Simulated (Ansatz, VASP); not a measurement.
## One calculation of GaAs, two programs

```
Ga As
1.0
     0.00000    2.62184    2.62184
     2.62184    0.00000    2.62184
     2.62184    2.62184    0.00000
Ga As
1 1
Direct
  0.00000 0.00000 0.00000
  0.75000 0.75000 0.75000
```

Alike in both runs: task single point; functional PBEsol; k mesh 6 × 6 × 6; occupations gaussian, width 0.1 eV; no spin polarisation.

|  | VASP | Ansatz |
| --- | --- | --- |
| version | VASP 6.6.1 | Ansatz 0.2.0 |
| potentials or method | VASP PAW PBE potentials, release 64 (Ga_d, As), cutoff 500 eV | scalar-relativistic, plane waves, PAW |
| valence electrons in the cell | 18 | 28 |

Ansatz gave:

| Quantity | Value |
| --- | --- |
| gap on the k mesh at the Fermi level (eV) | 0.83 |
| least direct gap on the mesh (eV) | 2.22 |
| pressure (GPa) | 26.8 |

Problem. What did VASP give for the same quantities?

Solution. gap on the k mesh at the Fermi level (eV): 0.82; least direct gap on the mesh (eV): 2.25; pressure (GPa): 27.2.

VASP's potentials were made for PBE, not for PBEsol. With one functional, cell and mesh, what is left measures potentials, basis and numerics. VASP's potentials hold 18 valence electrons a cell and Ansatz's 28, so a difference there can come from the potentials and not from the codes.
